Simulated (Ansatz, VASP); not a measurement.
**Bi: VASP beside Ansatz**

```xyz
3
Lattice="4.8022 0.0000 0.0000 0.0000 4.8022 0.0000 0.0000 0.0000 4.8022" Properties=species:S:1:pos:R:3 pbc="T T T"
Bi    0.0000    2.4011    2.4011
Bi    2.4011    0.0000    2.4011
Bi    2.4011    2.4011    0.0000
```

Alike in both runs: functional PBE; k mesh 10 × 10 × 10; occupations gaussian, width 0.1 eV; no spin polarisation.

Ansatz relaxed the structure, and its values are those at the end. VASP's run is a single point on that final structure, the one shown.

|  | VASP | Ansatz |
| --- | --- | --- |
| version | VASP 6.6.1 | Ansatz 0.2.0 |
| potentials or method | VASP PAW PBE potentials, release 64 (Bi_d), cutoff 520 eV | scalar-relativistic, plane waves, PAW |
| valence electrons in the cell | 45 | 45 |

```csv
,VASP,Ansatz,Ansatz less VASP
gap on the k mesh at the Fermi level (eV),none,none,-
pressure (GPa),0.0,0.0,+0.08
```

A gap of «none» marks a metal or a gap that the smearing closes. The functional is the same, so the differences come from potentials, cutoffs and numerics.

Spin-orbit coupling is off throughout.
